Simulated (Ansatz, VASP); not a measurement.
## Two plane-wave programs on As

```xyz
8
Lattice="5.2847 0.0000 0.0000 0.0000 5.2847 0.0000 0.0000 0.0000 5.2847" Properties=species:S:1:pos:R:3 pbc="T T T"
As    5.2847    0.0000    5.2847
As    2.6423    2.6423    2.6423
As    1.3212    5.2847    2.6423
As    3.9635    0.0000    2.6423
As    2.6423    1.3212    0.0000
As    2.6423    3.9635    5.2847
As    5.2847    2.6423    1.3212
As    0.0000    2.6423    3.9635
```

Alike in both runs: functional LDA; k mesh 5 × 5 × 5; occupations fermi-dirac, width 0.1 eV; no spin polarisation.

Ansatz relaxed the structure, and its values are those at the end. VASP's run is a single point on that final structure, the one shown.

```csv
,VASP,Ansatz
version,VASP 6.6.1,Ansatz 0.2.0
potentials or method,"VASP PAW LDA potentials, release 64 (As), cutoff 520 eV","plane waves (420 eV) with PAW, scalar-relativistic"
valence electrons in the cell,40,120
```

VASP gave:

* pressure (GPa): 0.3

What did Ansatz give for the same quantities?

Pressure (GPa): 0.0.

Ansatz warns that its potentials were made for another functional, while VASP's fit it. LDA's correlation is that of Perdew and Zunger in VASP and of Perdew and Wang (1992) in Ansatz. VASP's potentials hold 40 valence electrons a cell and Ansatz's 120, so a difference there can come from the potentials and not from the codes.
